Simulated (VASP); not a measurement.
# SrO in VASP: a series of runs

SrO is run at these levels: PBE; tasks: single point.

All numbers are computed with VASP 6.6.1; they aren't measurements. Logs are shortened: lines on timing, memory, paths and dates and some standing lists are left out, and cuts for length are marked.

## 1. The cell of the first run

Symmetry: Fm-3m, No. 225, cubic system. The conventional cell has a = 5.133 Å, b = 5.133 Å, c = 5.133 Å, α = 90.00°, β = 90.00°, γ = 90.00°. Within 3.4 Å of Sr (site symmetry m-3m) lie 6 O at 2.57 Å. Within 3.4 Å of O (site symmetry m-3m) lie 6 Sr at 2.57 Å.

## 2. Single point, PBE

INCAR reads:

```
SYSTEM = SrO
ALGO = Normal
EDIFF = 1E-6
ENCUT = 520
GGA = PE
ISIF = 2
ISMEAR = 0
LASPH = .True.
LCHARG = .False.
LREAL = .False.
LWAVE = .False.
NBANDS = 15
NELM = 80
PREC = Accurate
SIGMA = 0.01
```

KPOINTS reads:

```
k-points
0
Gamma
  6 6 6
  0 0 0
```

POSCAR reads:

```
SrO
1.0
    0.0000000000      2.5663000000      2.5663000000
    2.5663000000      0.0000000000      2.5663000000
    2.5663000000      2.5663000000      0.0000000000
Sr O
1 1
Direct
    0.5000000000      0.5000000000      0.5000000000
    0.0000000000      0.0000000000      0.0000000000
```

Potentials or basis: VASP PAW PBE potentials, release 64 (Sr_sv, O).

Started as:

```sh
cat potpaw_PBE.64/Sr_sv/POTCAR potpaw_PBE.64/O/POTCAR > POTCAR
mpirun -np 1 vasp_std > vasp.out
```

OUTCAR:

```text
SYSTEM = SrO
   EDIFF = 1E-6
   ENCUT = 520
   GGA = PE
   ISIF = 2
   ISMEAR = 0
   LASPH = .True.
   LREAL = .False.
   NELM = 80
   PREC = Accurate

 ion  position               nearest neighbor table
   1  0.500  0.500  0.500-   2 2.57   2 2.57   2 2.57   2 2.57   2 2.57   2 2.57
   2  0.000  0.000  0.000-   1 2.57   1 2.57   1 2.57   1 2.57   1 2.57   1 2.57

  LATTYP: Found a face centered cubic cell.
 ALAT       =     5.1326000000

  Lattice vectors:

 A1 = (   0.0000000000,   2.5663000000,   2.5663000000)
 A2 = (   2.5663000000,   0.0000000000,   2.5663000000)
 A3 = (   2.5663000000,   2.5663000000,   0.0000000000)

Analysis of symmetry for initial positions (statically):
=====================================================================
 Subroutine PRICEL returns:
 Original cell was already a primitive cell.

 Routine SETGRP: Setting up the symmetry group for a
 face centered cubic supercell.

 Subroutine GETGRP returns: Found 48 space group operations
 (whereof 48 operations were pure point group operations)
 out of a pool of 48 trial point group operations.

The static configuration has the point symmetry O_h .

Analysis of symmetry for dynamics (positions and initial velocities):
=====================================================================
 Subroutine PRICEL returns:
 Original cell was already a primitive cell.

 Routine SETGRP: Setting up the symmetry group for a
 face centered cubic supercell.

 Subroutine GETGRP returns: Found 48 space group operations
 (whereof 48 operations were pure point group operations)
 out of a pool of 48 trial point group operations.

The dynamic configuration has the point symmetry O_h .

 Subroutine INISYM returns: Found 48 space group operations
 (whereof 48 operations are pure point group operations),
 and found     1 'primitive' translations

----------------------------------------------------------------------------------------

                                     Primitive cell

  volume of cell :      33.8028

  direct lattice vectors                    reciprocal lattice vectors
     0.000000000  2.566300000  2.566300000    -0.194833028  0.194833028  0.194833028
     2.566300000  0.000000000  2.566300000     0.194833028 -0.194833028  0.194833028
     2.566300000  2.566300000  0.000000000     0.194833028  0.194833028 -0.194833028

  length of vectors
     3.629296265  3.629296265  3.629296265     0.337460704  0.337460704  0.337460704

  position of ions in fractional coordinates (direct lattice)
     0.500000000  0.500000000  0.500000000
     0.000000000  0.000000000  0.000000000

  ion indices of the primitive-cell ions
   primitive index   ion index
                 1           1
                 2           2

----------------------------------------------------------------------------------------

 KPOINTS: k-points

Automatic generation of k-mesh.
 Grid dimensions read from file:
 generate k-points for:    6    6    6

 Generating k-lattice:

  Cartesian coordinates                     Fractional coordinates (reciprocal lattice)
    -0.032472171  0.032472171  0.032472171     0.166666667  0.000000000  0.000000000
     0.032472171 -0.032472171  0.032472171     0.000000000  0.166666667  0.000000000
     0.032472171  0.032472171 -0.032472171     0.000000000  0.000000000  0.166666667

  Length of vectors
     0.056243451  0.056243451  0.056243451

  Shift w.r.t. Gamma in fractional coordinates (k-lattice)
     0.000000000  0.000000000  0.000000000

 Subroutine IBZKPT returns following result:
 ===========================================

 Found     16 irreducible k-points:

 Following reciprocal coordinates:
            Coordinates               Weight
  0.000000  0.000000  0.000000      1.000000
  0.166667  0.000000  0.000000      8.000000
  0.333333  0.000000  0.000000      8.000000
  0.500000  0.000000  0.000000      4.000000
  0.166667  0.166667  0.000000      6.000000
  0.333333  0.166667  0.000000     24.000000
[... 8 lines left out ...]
 -0.333333  0.333333  0.166667     24.000000
 -0.333333  0.500000  0.166667     12.000000
   k-points           NKPTS =     16   k-points in BZ     NKDIM =     16   number of bands    NBANDS=     15
   number of dos      NEDOS =    301   number of ions     NIONS =      2
   total plane-waves  NPLWV =  21952
   dimension x,y,z NGX =    28 NGY =   28 NGZ =   28
   dimension x,y,z NGXF=    56 NGYF=   56 NGZF=   56
   ions per type =               1   1
   NGX,Y,Z   is equivalent  to a cutoff of  12.83, 12.83, 12.83 a.u.
   NGXF,Y,Z  is equivalent  to a cutoff of  25.65, 25.65, 25.65 a.u.
 SYSTEM =  SrO
   PREC   = accura    normal or accurate (medium, high low for compatibility)
   ISTART =      0    job   : 0-new  1-cont  2-samecut
   ICHARG =      2    charge: 1-file 2-atom 10-const
   ISPIN  =      1    spin polarized calculation?
   LNONCOLLINEAR =      F non collinear calculations
   LSORBIT =      F    spin-orbit coupling
   LASPH  =      T    aspherical Exc in radial PAW
   ENCUT  =  520.0 eV  38.22 Ry    6.18 a.u.   6.75  6.75  6.75*2*pi/ulx,y,z
   NELM   =     80;   NELMIN=  2; NELMDL= -5     # of ELM steps
   EDIFF  = 0.1E-05   stopping-criterion for ELM
   LREAL  =      F    real-space projection
   EDIFFG = 0.1E-04   stopping-criterion for IOM
   NSW    =      0    number of steps for IOM
   IBRION =     -1    ionic relax: 0-MD 1-quasi-New 2-CG
   NFREE  =      0    steps in history (QN), initial steepest desc. (CG)
   ISIF   =      2    stress and relaxation
   ISYM   =      2    0-nonsym 1-usesym 2-fastsym
   POTIM  = 0.5000    time-step for ionic-motion
   TEBEG  =    0.0;   TEEND  =   0.0 temperature during run
   PSTRESS=    0.0 pullay stress
   NELECT =      16.0000    total number of electrons
   NUPDOWN=      -1.0000    fix difference up-down
   EMIN   =  10.00;   EMAX   =-10.00  energy-range for DOS
   EFERMI =   0.00;   METHOD = LEGACY
   ISMEAR =     0;   SIGMA  =   0.01  broadening in eV -4-tet -1-fermi 0-gaus
   EFERMI_NEDOS =   21; number of points for ismear=-14 and -15
   IALGO  =     38    algorithm
   IMIX   =      4    mixing-type and parameters
     AMIX     =   0.40;   BMIX     =  1.00
     AMIX_MAG =   1.60;   BMIX_MAG =  1.00
  volume/ion in A,a.u.               =      16.90       114.06
  Fermi-wavevector in a.u.,A,eV,Ry     =   1.275843  2.410995 22.147245  1.627777
  Thomas-Fermi vector in A             =   2.408533
   LORBIT       =      0    0 simple, 1 ext, 2 COOP (PROOUT), +10 PAW based schemes
   GGA     = PE    functional components
   LHFCALC =     F    Hartree Fock is set to
   AEXX    =    0.0000 exact exchange contribution
   IVDW    =     0    specifies the selected vdW correction
   LEPSILON=     F    determine dielectric tensor
   LRPA    =     F    only Hartree local field effects (RPA)
 non-spin polarized calculation
 Gauss-broadening in eV      SIGMA  =   0.01
  energy-cutoff  :      520.00
  volume of cell :       33.80
 maximum number of plane-waves:       941
   NGX = 13   NGY = 13   NGZ = 13

 number of electron      15.9999996 magnetization

 Free energy of the ion-electron system (eV)
  ---------------------------------------------------
  ext. energy  EPLUGINS =         0.00000000
  ---------------------------------------------------
  free energy    TOTEN  =       -12.03693486 eV

  energy without entropy =      -12.03693486  energy(sigma->0) =      -12.03693486

 E-fermi :   1.8114     XC(G=0): -10.0524

 val. band max:        1.6896307772   @ k =   0.0000   0.0000   0.0000
 cond. band min:       4.9508873445   @ k =   0.5000   0.5000   0.0000
 fundamental gap:      3.2612565672
 Fermi energy:         1.8113702758

 k-point     1 :       0.0000    0.0000    0.0000
  band No.  band energies     occupation
      1     -30.6805      2.00000
      2     -13.4080      2.00000
      3     -12.3126      2.00000
      4     -12.3126      2.00000
      5     -12.3126      2.00000
      6       1.6896      2.00000
      7       1.6896      2.00000
      8       1.6896      2.00000
      9       5.7121      0.00000
     10       7.9122      0.00000
     11       7.9122      0.00000
     12       7.9122      0.00000
     13      10.0916      0.00000
     14      10.0916      0.00000
     15      14.4280      0.00000

 k-point     2 :       0.1667    0.0000    0.0000
  band No.  band energies     occupation
      1     -30.6456      2.00000
      2     -13.9707      2.00000
      3     -12.3336      2.00000
      4     -12.3336      2.00000
      5     -11.8350      2.00000
      6       0.9654      2.00000
      7       1.3578      2.00000
      8       1.3578      2.00000
      9       6.8659      0.00000
     10       7.7142      0.00000
     11       8.4493      0.00000
     12       8.4493      0.00000
     13      10.7953      0.00000
     14      10.7953      0.00000
     15      16.0912      0.00000

 k-point     3 :       0.3333    0.0000    0.0000
  band No.  band energies     occupation
      1     -30.5747      2.00000
      2     -14.6654      2.00000
      3     -12.3749      2.00000
      4     -12.3749      2.00000
      5     -11.3119      2.00000
      6      -0.0676      2.00000
      7       0.7906      2.00000
      8       0.7906      2.00000
      9       7.9002      0.00000
     10       9.0161      0.00000
     11       9.7507      0.00000
     12       9.7507      0.00000
     13      12.3726      0.00000
     14      12.3726      0.00000
     15      17.6183      0.00000
[... 199 lines left out ...]
 k-point    15 :      -0.3333    0.3333    0.1667
  band No.  band energies     occupation
      1     -30.5068      2.00000
      2     -14.3992      2.00000
      3     -12.8536      2.00000
      4     -12.7066      2.00000
      5     -11.6243      2.00000
      6       0.3546      2.00000
      7       1.0147      2.00000
      8       1.0784      2.00000
      9       7.9161      0.00000
     10       8.0434      0.00000
     11      10.7175      0.00000
     12      11.8271      0.00000
     13      13.1885      0.00000
     14      14.7471      0.00000
     15      15.4618      0.00000

 k-point    16 :      -0.3333    0.5000    0.1667
  band No.  band energies     occupation
      1     -30.4965      2.00000
      2     -13.9711      2.00000
      3     -13.1432      2.00000
      4     -12.8426      2.00000
      5     -11.9132      2.00000
      6       0.7998      2.00000
      7       1.2353      2.00000
      8       1.3546      2.00000
      9       6.3426      0.00000
     10       9.2984      0.00000
     11      10.1908      0.00000
     12      12.7349      0.00000
     13      12.8380      0.00000
     14      14.7336      0.00000
     15      15.2422      0.00000

------------------------ aborting loop because EDIFF is reached ----------------------------------------

  FORCE on cell =-STRESS in cart. coord.  units (eV):
  Direction    XX          YY          ZZ          XY          YZ          ZX
  --------------------------------------------------------------------------------------
  -------------------------------------------------------------------------------------
  Total        0.8282331      0.8282331      0.8282331      0.0000000     -0.0000000     -0.0000000
  in kB       39.2564377     39.2564377     39.2564377      0.0000000     -0.0000000     -0.0000000
  external PRESSURE =      39.2564377 kB  Pullay stress =       0.0000000 kB

 VOLUME and BASIS-vectors are now :
 -----------------------------------------------------------------------------
  energy-cutoff  :      520.00
  volume of cell :       33.80
      direct lattice vectors                 reciprocal lattice vectors
     0.000000000  2.566300000  2.566300000    -0.194833028  0.194833028  0.194833028
     2.566300000  0.000000000  2.566300000     0.194833028 -0.194833028  0.194833028
     2.566300000  2.566300000  0.000000000     0.194833028  0.194833028 -0.194833028

 POSITION                                       TOTAL-FORCE (eV/Angst)
 -----------------------------------------------------------------------------------
      2.56630      2.56630      2.56630         0.000000      0.000000      0.000000
      0.00000      0.00000      0.00000        -0.000000      0.000000     -0.000000
 -----------------------------------------------------------------------------------
    total drift:                                0.000000      0.000000      0.000000

  FREE ENERGIE OF THE ION-ELECTRON SYSTEM (eV)
  ---------------------------------------------------
  free  energy   TOTEN  =       -12.0369348630 eV

  energy  without entropy=      -12.0369348630  energy(sigma->0) =      -12.03693486
```

It took 7.2 s on 1 thread of Intel Xeon 6975P-C, shared host; peak memory 0.16 GiB.

Results:

```
Free energy            : -12.0369 eV
Pressure               : 3.9 GPa
Band gap on the k mesh : 3.26 eV, indirect (least direct gap 3.35 eV)
```

## 3. Single point, PBE

INCAR reads:

```
  PREC = Accurate
  ENCUT = 520
  EDIFF = 1E-6
  ISMEAR = 0
  SIGMA = 0.01
  LREAL = F
  LASPH = T
  NELM = 80
  ALGO = Normal
  ISIF = 2
  LWAVE = F
  LCHARG = F
  GGA = PE
  NBANDS = 15
```

KPOINTS reads:

```
Automatic mesh
0
Gamma
  6 6 6
```

POSCAR: that of step 2 with these lines changed.

```diff
@@ -9,2 +9,2 @@
     0.5000000000      0.5000000000      0.5000000000
-    0.0000000000      0.0000000000      0.0000000000
+   -0.0194833028     -0.0194833028      0.0194833028
```

Potentials or basis: VASP PAW PBE potentials, release 64 (Sr_sv, O).

Started as:

```sh
cat potpaw_PBE.64/Sr_sv/POTCAR potpaw_PBE.64/O/POTCAR > POTCAR
mpirun -np 1 vasp_std > vasp.out
```

OUTCAR:

```text
PREC = Accurate
   ENCUT = 520
   EDIFF = 1E-6
   ISMEAR = 0
   LREAL = F
   LASPH = T
   NELM = 80
   ISIF = 2
   GGA = PE

 ion  position               nearest neighbor table
   1  0.500  0.500  0.500-   2 2.47   2 2.57   2 2.57   2 2.57   2 2.57   2 2.67
   2  0.981  0.981  0.019-   1 2.47   1 2.57   1 2.57   1 2.57   1 2.57   1 2.67

  LATTYP: Found a face centered cubic cell.
 ALAT       =     5.1326000000

  Lattice vectors:

 A1 = (   0.0000000000,   2.5663000000,   2.5663000000)
 A2 = (   2.5663000000,   0.0000000000,   2.5663000000)
 A3 = (   2.5663000000,   2.5663000000,   0.0000000000)

Analysis of symmetry for initial positions (statically):
=====================================================================
 Subroutine PRICEL returns:
 Original cell was already a primitive cell.

 Routine SETGRP: Setting up the symmetry group for a
 face centered cubic supercell.

 Subroutine GETGRP returns: Found  8 space group operations
 (whereof  8 operations were pure point group operations)
 out of a pool of 48 trial point group operations.

The static configuration has the point symmetry C_4v.

Analysis of symmetry for dynamics (positions and initial velocities):
[... 167 lines left out ...]
  band No.  band energies     occupation
      1     -30.6736      2.00000
      2     -13.4415      2.00000
      3     -12.3059      2.00000
      4     -12.3059      2.00000
      5     -12.2807      2.00000
      6       1.6582      2.00000
      7       1.6582      2.00000
      8       1.6651      2.00000
      9       5.7039      0.00000
     10       7.9173      0.00000
     11       7.9559      0.00000
     12       7.9559      0.00000
     13      10.0953      0.00000
     14      10.1579      0.00000
[... 401 lines left out ...]
      2     -14.4293      2.00000
      3     -12.7301      2.00000
      4     -12.5705      2.00000
      5     -11.6298      2.00000
      6       0.3412      2.00000
      7       0.8532      2.00000
      8       1.2967      2.00000
      9       6.7977      0.00000
     10       8.9573      0.00000
     11      10.5205      0.00000
     12      11.1543      0.00000
     13      12.5276      0.00000
     14      13.8307      0.00000
     15      16.1477      0.00000

 [... further k-points ...]
[... 5 lines left out ...]
  --------------------------------------------------------------------------------------
  -------------------------------------------------------------------------------------
  Total        0.8011742      0.8011742      1.0544062      0.0000000      0.0000000      0.0000000
  in kB       37.9739071     37.9739071     49.9765501      0.0000000      0.0000000      0.0000000
  external PRESSURE =      41.9747881 kB  Pullay stress =       0.0000000 kB

 VOLUME and BASIS-vectors are now :
 -----------------------------------------------------------------------------
  energy-cutoff  :      520.00
  volume of cell :       33.80
      direct lattice vectors                 reciprocal lattice vectors
     0.000000000  2.566300000  2.566300000    -0.194833028  0.194833028  0.194833028
     2.566300000  0.000000000  2.566300000     0.194833028 -0.194833028  0.194833028
     2.566300000  2.566300000  0.000000000     0.194833028  0.194833028 -0.194833028

 POSITION                                       TOTAL-FORCE (eV/Angst)
 -----------------------------------------------------------------------------------
      2.56630      2.56630      2.56630         0.000000      0.000000     -0.254674
      2.56630      2.56630      5.03260         0.000000      0.000000      0.254674
 -----------------------------------------------------------------------------------
    total drift:                               -0.000000     -0.000000     -0.000158

  FREE ENERGIE OF THE ION-ELECTRON SYSTEM (eV)
  ---------------------------------------------------
  free  energy   TOTEN  =       -12.0246757162 eV

  energy  without entropy=      -12.0246757162  energy(sigma->0) =      -12.02467572
```

Run time: 8.7 s. Hardware: 1 thread of Intel Xeon 6975P-C, shared host; peak memory 0.17 GiB.

Results:

- Free energy: -12.0247 eV
- Pressure: 4.2 GPa
- Largest force: 0.255 eV/Å
- Band gap on the k mesh: 3.29 eV, indirect (least direct gap 3.35 eV)

Forces on the atoms (eV/Å):
```
Sr   0.000  0.000 -0.255
O    0.000  0.000  0.255
```

A k mesh can miss the band edges. A hybrid or GW would open this gap; PBE tends to underestimate it.

## 4. Single point, PBE

INCAR reads:

```
SYSTEM = SrO
PREC = Accurate
ENCUT = 520
EDIFF = 1E-6
ISMEAR = 0
SIGMA = 0.01
LREAL = .FALSE.
LASPH = .TRUE.
NELM = 80
ALGO = Normal
ISIF = 2
LWAVE = .FALSE.
LCHARG = .TRUE.
GGA = PE
LELF = .TRUE.
LVHAR = .TRUE.
NBANDS = 15
```

KPOINTS reads:

```
regular mesh
0
G
  6 6 6
  0 0 0
```

POSCAR: that of step 3 with these lines changed.

```diff
@@ -9,2 +9,2 @@
     0.5000000000      0.5000000000      0.5000000000
-   -0.0194833028     -0.0194833028      0.0194833028
+    0.0194833028      0.0194833028     -0.0194833028
```

Started as:

```sh
cat potpaw_PBE.64/Sr_sv/POTCAR potpaw_PBE.64/O/POTCAR > POTCAR
mpirun -np 1 vasp_std > vasp.out
```

It took 11 s on 1 thread of Intel Xeon 6975P-C, shared host; peak memory 0.16 GiB.

It converged, with:

```yaml
Free_energy: -12.0247 eV
Pressure: 4.2 GPa
Largest_force: 0.255 eV/Å
Band_gap_on_the_k_mesh: 3.29 eV, indirect (least direct gap 3.35 eV)
```

Forces in eV/Å, atoms in the order of the input:
```
Sr   0.000  0.000  0.255
O    0.000  0.000 -0.255
```

Stress tensor (GPa, compression positive):
```
3.80 0.00 0.00
0.00 3.80 0.00
0.00 0.00 5.00
```

Levels at points of the mesh, in eV from the valence-band top:
| k point | band 6 | band 7 | band 8 | band 9 | band 10 | band 11 |
| --- | --- | --- | --- | --- | --- | --- |
| (0.00, 0.00, 0.00) | -0.01 | -0.01 | 0.00 | 4.04 | 6.25 | 6.29 |
| (0.50, 0.00, 0.00) | -2.16 | -1.13 | -1.12 | 6.59 | 8.42 | 8.91 |
| (0.50, 0.50, 0.00) | -0.38 | -0.07 | -0.07 | 3.29 | 7.83 | 10.24 |
| (0.00, 0.50, 0.50) | -0.41 | -0.13 | -0.06 | 3.37 | 7.84 | 10.25 |

A k mesh can miss the band edges. As with any semilocal functional, this PBE gap is likely too small.
